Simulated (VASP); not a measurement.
Input of a VASP 6.6.1 run:

INCAR

```
SYSTEM = AlNi
  PREC = Accurate
  ENCUT = 520
  EDIFF = 1E-6
  ISMEAR = -1
  SIGMA = 0.05
  LREAL = .False.
  LASPH = .True.
  NELM = 100
  ALGO = Normal
  ISIF = 2
  LWAVE = .False.
  LCHARG = .True.
  GGA = PE
  LELF = .True.
  LVHAR = .True.
  NBANDS = 14
```

The input KPOINTS:

```
regular mesh
0
Gamma
  14 14 14
  0 0 0
```

File POSCAR:

```
AlNi
1.0
    2.7862876465      0.0000000000      0.0000000000
    0.0000000000      2.7862876465      0.0000000000
    0.0000000000      0.0000000000      2.7862876465
Ni Al
1 1
Direct
    0.0000000000      0.0000000000      0.0000000000
    0.5000000000      0.5000000000      0.5000000000
```

Potentials or basis: VASP PAW PBE potentials, release 64 (Ni, Al).

Run with:

```console
$ cat potpaw_PBE.64/Ni/POTCAR potpaw_PBE.64/Al/POTCAR > POTCAR
$ mpirun -np 1 vasp_std > vasp.out
```

(1) Estimate the pressure.

## Answers

(1) 22.9 GPa.
